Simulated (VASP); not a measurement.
# Ag in VASP: notebook

The runs below take Ag through single point, with PBE.

Program: VASP 6.6.1. These are calculated values, not measurements. Logs are shortened: lines on timing, memory, paths and dates and some standing lists are left out, and cuts for length are marked.

**1. The cell of the first run**

Symmetry: Fm-3m, No. 225, cubic system. The conventional cell has a = 4.085 Å, b = 4.085 Å, c = 4.085 Å, α = 90.00°, β = 90.00°, γ = 90.00°. Ag (site symmetry m-3m) has 12 Ag at 2.89 Å within 3.8 Å.

**2. Single point, PBE**

The input, INCAR:

```
PREC = Accurate ; ENCUT = 520
EDIFF = 1E-6 ; ISMEAR = -1
SIGMA = 0.05 ; LREAL = F
LASPH = T ; NELM = 100
ALGO = Normal ; ISIF = 2
LWAVE = F ; LCHARG = F
GGA = PE ; NBANDS = 12
```

The input, KPOINTS:

```
Automatic mesh
0
Gamma
  9 9 9
```

The input, POSCAR:

```
Ag
1.0
    0.0000000000      2.0427500000      2.0427500000
    2.0427500000      0.0000000000      2.0427500000
    2.0427500000      2.0427500000      0.0000000000
Ag
1
Direct
    0.0000000000      0.0000000000      0.0000000000
```

Potentials or basis: VASP PAW PBE potentials, release 64 (Ag).

Launch:

```console
> cat potpaw_PBE.64/Ag/POTCAR > POTCAR
> mpirun -np 1 vasp_std > vasp.out
```

OUTCAR:

```text
PREC = Accurate
   ENCUT = 520
   EDIFF = 1E-6
   ISMEAR = -1
   LREAL = F
   LASPH = T
   NELM = 100
   ISIF = 2
   GGA = PE

 ion  position               nearest neighbor table
   1  0.000  0.000  0.000-

  LATTYP: Found a face centered cubic cell.
 ALAT       =     4.0855000000

  Lattice vectors:

 A1 = (   0.0000000000,   2.0427500000,   2.0427500000)
 A2 = (   2.0427500000,   0.0000000000,   2.0427500000)
 A3 = (   2.0427500000,   2.0427500000,   0.0000000000)

Analysis of symmetry for initial positions (statically):
=====================================================================
 Subroutine PRICEL returns:
 Original cell was already a primitive cell.

 Routine SETGRP: Setting up the symmetry group for a
 face centered cubic supercell.

 Subroutine GETGRP returns: Found 48 space group operations
 (whereof 48 operations were pure point group operations)
 out of a pool of 48 trial point group operations.

The static configuration has the point symmetry O_h .

Analysis of symmetry for dynamics (positions and initial velocities):
=====================================================================
 Subroutine PRICEL returns:
 Original cell was already a primitive cell.

 Routine SETGRP: Setting up the symmetry group for a
 face centered cubic supercell.

 Subroutine GETGRP returns: Found 48 space group operations
 (whereof 48 operations were pure point group operations)
 out of a pool of 48 trial point group operations.

The dynamic configuration has the point symmetry O_h .

 Subroutine INISYM returns: Found 48 space group operations
 (whereof 48 operations are pure point group operations),
 and found     1 'primitive' translations

----------------------------------------------------------------------------------------

                                     Primitive cell

  volume of cell :      17.0481

  direct lattice vectors                    reciprocal lattice vectors
     0.000000000  2.042750000  2.042750000    -0.244768082  0.244768082  0.244768082
     2.042750000  0.000000000  2.042750000     0.244768082 -0.244768082  0.244768082
     2.042750000  2.042750000  0.000000000     0.244768082  0.244768082 -0.244768082

  length of vectors
     2.888884755  2.888884755  2.888884755     0.423950755  0.423950755  0.423950755

  position of ions in fractional coordinates (direct lattice)
     0.000000000  0.000000000  0.000000000

  ion indices of the primitive-cell ions
   primitive index   ion index
                 1           1

----------------------------------------------------------------------------------------

 KPOINTS: Automatic mesh

Automatic generation of k-mesh.
 Grid dimensions read from file:
 generate k-points for:    9    9    9

 Generating k-lattice:

  Cartesian coordinates                     Fractional coordinates (reciprocal lattice)
    -0.027196454  0.027196454  0.027196454     0.111111111  0.000000000  0.000000000
     0.027196454 -0.027196454  0.027196454     0.000000000  0.111111111  0.000000000
     0.027196454  0.027196454 -0.027196454     0.000000000  0.000000000  0.111111111

  Length of vectors
     0.047105639  0.047105639  0.047105639

  Shift w.r.t. Gamma in fractional coordinates (k-lattice)
     0.000000000  0.000000000  0.000000000

 Subroutine IBZKPT returns following result:
 ===========================================

 Found     35 irreducible k-points:

 Following reciprocal coordinates:
            Coordinates               Weight
  0.000000  0.000000  0.000000      1.000000
  0.111111  0.000000  0.000000      8.000000
  0.222222  0.000000  0.000000      8.000000
  0.333333  0.000000  0.000000      8.000000
  0.444444  0.000000  0.000000      8.000000
  0.111111  0.111111  0.000000      6.000000
[... 16 lines left out ...]
 -0.333333  0.333333  0.000000     12.000000
  0.444444  0.444444  0.000000      6.000000
 [... further k-points ...]
   k-points           NKPTS =     35   k-points in BZ     NKDIM =     35   number of bands    NBANDS=     12
   number of dos      NEDOS =    301   number of ions     NIONS =      1
   total plane-waves  NPLWV =  13824
   dimension x,y,z NGX =    24 NGY =   24 NGZ =   24
   dimension x,y,z NGXF=    48 NGYF=   48 NGZF=   48
   ions per type =               1
   NGX,Y,Z   is equivalent  to a cutoff of  13.81, 13.81, 13.81 a.u.
   NGXF,Y,Z  is equivalent  to a cutoff of  27.62, 27.62, 27.62 a.u.
 SYSTEM =  unknown system
   PREC   = accura    normal or accurate (medium, high low for compatibility)
   ISTART =      0    job   : 0-new  1-cont  2-samecut
   ICHARG =      2    charge: 1-file 2-atom 10-const
   ISPIN  =      1    spin polarized calculation?
   LNONCOLLINEAR =      F non collinear calculations
   LSORBIT =      F    spin-orbit coupling
   LASPH  =      T    aspherical Exc in radial PAW
   ENCUT  =  520.0 eV  38.22 Ry    6.18 a.u.   5.37  5.37  5.37*2*pi/ulx,y,z
   NELM   =    100;   NELMIN=  2; NELMDL= -5     # of ELM steps
   EDIFF  = 0.1E-05   stopping-criterion for ELM
   LREAL  =      F    real-space projection
   EDIFFG = 0.1E-04   stopping-criterion for IOM
   NSW    =      0    number of steps for IOM
   IBRION =     -1    ionic relax: 0-MD 1-quasi-New 2-CG
   NFREE  =      0    steps in history (QN), initial steepest desc. (CG)
   ISIF   =      2    stress and relaxation
   ISYM   =      2    0-nonsym 1-usesym 2-fastsym
   POTIM  = 0.5000    time-step for ionic-motion
   TEBEG  =    0.0;   TEEND  =   0.0 temperature during run
   PSTRESS=    0.0 pullay stress
   NELECT =      11.0000    total number of electrons
   NUPDOWN=      -1.0000    fix difference up-down
   EMIN   =  10.00;   EMAX   =-10.00  energy-range for DOS
   EFERMI =   0.00;   METHOD = LEGACY
   ISMEAR =    -1;   SIGMA  =   0.05  broadening in eV -4-tet -1-fermi 0-gaus
   EFERMI_NEDOS =   21; number of points for ismear=-14 and -15
   IALGO  =     38    algorithm
   IMIX   =      4    mixing-type and parameters
     AMIX     =   0.40;   BMIX     =  1.00
     AMIX_MAG =   1.60;   BMIX_MAG =  1.00
  volume/ion in A,a.u.               =      17.05       115.05
  Fermi-wavevector in a.u.,A,eV,Ry     =   1.414644  2.673290 27.228221  2.001218
  Thomas-Fermi vector in A             =   2.536165
   LORBIT       =      0    0 simple, 1 ext, 2 COOP (PROOUT), +10 PAW based schemes
   GGA     = PE    functional components
   LHFCALC =     F    Hartree Fock is set to
   AEXX    =    0.0000 exact exchange contribution
   IVDW    =     0    specifies the selected vdW correction
   LEPSILON=     F    determine dielectric tensor
   LRPA    =     F    only Hartree local field effects (RPA)
 non-spin polarized calculation
  energy-cutoff  :      520.00
  volume of cell :       17.05
 maximum number of plane-waves:       470
 NGX is ok and might be reduce to    24
   NGX = 11   NGY = 11   NGZ = 11

 number of electron      10.9999999 magnetization

 Free energy of the ion-electron system (eV)
  ---------------------------------------------------
  ext. energy  EPLUGINS =         0.00000000
  ---------------------------------------------------
  free energy    TOTEN  =        -2.72611205 eV

  energy without entropy =       -2.72528579  energy(sigma->0) =       -2.72569892

 E-fermi :   8.7469     XC(G=0): -12.2102

 val. band max:        8.3500499194   @ k =   0.4444   0.3333   0.0000
 cond. band min:       8.8846470613   @ k =  -0.4444   0.1111   0.0000
 fundamental gap:      0.5345971420
 Fermi energy:         8.7468683340

 k-point     1 :       0.0000    0.0000    0.0000
  band No.  band energies     occupation
      1       0.6639      2.00000
      2       3.6236      2.00000
      3       3.6236      2.00000
      4       3.6236      2.00000
      5       4.6566      2.00000
      6       4.6566      2.00000
      7      24.4575      0.00000
      8      28.0366      0.00000
      9      28.0366      0.00000
     10      28.0366      0.00000
     11      32.8472      0.00000
     12      33.9844      0.00000

 k-point     2 :       0.1111    0.0000    0.0000
  band No.  band energies     occupation
      1       1.0403      2.00000
      2       3.5484      2.00000
      3       3.7208      2.00000
      4       3.7208      2.00000
      5       4.6255      2.00000
      6       4.6255      2.00000
      7      24.2353      0.00000
      8      25.7906      0.00000
      9      28.1760      0.00000
     10      28.1760      0.00000
     11      32.1201      0.00000
     12      33.4651      0.00000

 k-point     3 :       0.2222    0.0000    0.0000
  band No.  band energies     occupation
      1       1.8895      2.00000
      2       3.6626      2.00000
      3       3.8322      2.00000
      4       3.8322      2.00000
      5       4.7079      2.00000
      6       4.7079      2.00000
      7      20.6511      0.00000
      8      25.1962      0.00000
      9      28.2058      0.00000
     10      28.2058      0.00000
     11      31.1848      0.00000
     12      32.0359      0.00000
[... 286 lines left out ...]
 k-point    23 :      -0.3333    0.3333    0.0000
  band No.  band energies     occupation
      1       2.6623      2.00000
      2       3.2493      2.00000
      3       3.8592      2.00000
      4       4.6127      2.00000
      5       5.1734      2.00000
      6      11.5781      0.00000
      7      14.2579      0.00000
      8      15.9564      0.00000
      9      22.6583      0.00000
     10      25.1547      0.00000
     11      34.8761      0.00000
     12      34.9697      0.00000

 k-point    24 :       0.4444    0.4444    0.0000
  band No.  band energies     occupation
      1       2.0398      2.00000
      2       2.1676      2.00000
      3       5.3953      2.00000
      4       5.5774      2.00000
      5       5.5774      2.00000
      6       9.2522      0.00008
      7      16.1569      0.00000
      8      19.3294      0.00000
      9      19.3294      0.00000
     10      25.5880      0.00000
     11      25.6670      0.00000
     12      38.1688      0.00000

 [... further k-points ...]
[... 5 lines left out ...]
  --------------------------------------------------------------------------------------
  -------------------------------------------------------------------------------------
  Total        0.4636438      0.4636438      0.4636438      0.0000000      0.0000000     -0.0000000
  in kB       43.5731953     43.5731953     43.5731953      0.0000000      0.0000000     -0.0000000
  external PRESSURE =      43.5731953 kB  Pullay stress =       0.0000000 kB

 VOLUME and BASIS-vectors are now :
 -----------------------------------------------------------------------------
  energy-cutoff  :      520.00
  volume of cell :       17.05
      direct lattice vectors                 reciprocal lattice vectors
     0.000000000  2.042750000  2.042750000    -0.244768082  0.244768082  0.244768082
     2.042750000  0.000000000  2.042750000     0.244768082 -0.244768082  0.244768082
     2.042750000  2.042750000  0.000000000     0.244768082  0.244768082 -0.244768082

 POSITION                                       TOTAL-FORCE (eV/Angst)
 -----------------------------------------------------------------------------------
      0.00000      0.00000      0.00000        -0.000000      0.000000      0.000000
 -----------------------------------------------------------------------------------
    total drift:                               -0.000000      0.000000      0.000000

  FREE ENERGIE OF THE ION-ELECTRON SYSTEM (eV)
  ---------------------------------------------------
  free  energy   TOTEN  =        -2.7261120481 eV

  energy  without entropy=       -2.7252857887  energy(sigma->0) =       -2.72569892
```

It took 3 s on 1 thread of Intel Xeon 6975P-C (Granite Rapids), shared host; peak memory 0.13 GiB.

What came out:

* Free energy: -2.7261 eV
* Pressure: 4.4 GPa

Levels at points of the mesh, in eV from the Fermi level:
| k point | band 4 | band 5 | band 6 | band 7 | band 8 | band 9 |
| --- | --- | --- | --- | --- | --- | --- |
| (0.00, 0.00, 0.00) | -5.12 | -4.09 | -4.09 | 15.71 | 19.29 | 19.29 |

**3. Single point, PBE**

This run uses another cell than the first one, of 16.71 Å³/atom, 0.980 times its volume.

The input, INCAR:

```
PREC     = Accurate       # precision mode
ENCUT    = 520            # plane-wave cutoff, eV
EDIFF    = 1E-6           # SCF threshold, eV
ISMEAR   = -1             # smearing method
SIGMA    = 0.05           # smearing width, eV
LREAL    = False          # projectors in reciprocal space
LASPH    = True           # aspherical terms in the spheres
NELM     = 60             # most SCF steps
ALGO     = Fast           # electronic algorithm
ISIF     = 2              # what is computed and relaxed
LWAVE    = False          # write WAVECAR
LCHARG   = False          # write CHGCAR
GGA      = PE             # functional
NBANDS   = 12             # bands
```

KPOINTS is that of step 2.

The input, POSCAR:

```
Ag
1.0
    0.0000000000      2.0427500000      2.0018950000
    2.0427500000      0.0000000000      2.0018950000
    2.0427500000      2.0427500000      0.0000000000
Ag
1
Direct
    0.0000000000      0.0000000000      0.0000000000
```

Potentials or basis: VASP PAW PBE potentials, release 64 (Ag).

Launch:

```console
> cat potpaw_PBE.64/Ag/POTCAR > POTCAR
> mpirun -np 1 vasp_std > vasp.out
```

Run time: 5.3 s. Hardware: 1 thread of Intel Xeon 6975P-C (Granite Rapids), shared host; peak memory 0.14 GiB.

Results (log left out):

```
Free energy : -2.7129 eV
Pressure    : 6.9 GPa
```

Stress tensor (GPa, compression positive):
```
6.39 0.00 0.00
0.00 6.39 0.00
0.00 0.00 8.04
```

Levels at points of the mesh, in eV from the Fermi level:
| k point | band 2 | band 3 | band 4 | band 5 | band 6 | band 7 | band 8 | band 9 | band 10 | band 11 |
| --- | --- | --- | --- | --- | --- | --- | --- | --- | --- | --- |
| (0.00, 0.00, 0.00) | -5.22 | -5.22 | -5.10 | -4.18 | -4.04 | 15.78 | 19.37 | 19.37 | 19.67 | 24.33 |

**4. Single point, PBE**

This run uses another cell than the first one, of 16.88 Å³/atom, 0.990 times its volume.

The input, INCAR:

```
ALGO     = Fast           # electronic algorithm
EDIFF    = 1E-7           # SCF threshold, eV
ENCUT    = 520            # plane-wave cutoff, eV
GGA      = PE             # functional
ISIF     = 2              # what is computed and relaxed
ISMEAR   = -1             # smearing method
LASPH    = T              # aspherical terms in the spheres
LCHARG   = F              # write CHGCAR
LREAL    = F              # projectors in reciprocal space
LWAVE    = F              # write WAVECAR
NBANDS   = 12             # bands
NELM     = 60             # most SCF steps
PREC     = Accurate       # precision mode
SIGMA    = 0.05           # smearing width, eV
```

The input, KPOINTS:

```
k-points
0
Gamma
  9 9 9
```

The input, POSCAR:

```
Ag
1.0
    0.0000000000      2.0427500000      2.0223225000
    2.0427500000      0.0000000000      2.0223225000
    2.0427500000      2.0427500000      0.0000000000
Ag
1
Direct
    0.0000000000      0.0000000000      0.0000000000
```

Launch:

```console
> cat potpaw_PBE.64/Ag/POTCAR > POTCAR
> mpirun -np 1 vasp_std > vasp.out
```

Run time: 5.7 s. Hardware: 1 thread of Intel Xeon 6975P-C (Granite Rapids), shared host; peak memory 0.14 GiB.

Results (log left out):

| Item | Value |
| --- | --- |
| Free energy | -2.7205 eV |
| Pressure | 5.6 GPa |

Stress tensor (GPa, compression positive):
```
5.37 0.00 0.00
0.00 5.37 0.00
0.00 0.00 6.19
```

Levels at points of the mesh, in eV from the Fermi level:
```
           k point  band 4  band 5  band 6  band 7  band 8  band 9
(0.00, 0.00, 0.00)   -5.11   -4.13   -4.07   15.74   19.33   19.33
```

(Continued in part 2 of 2.)
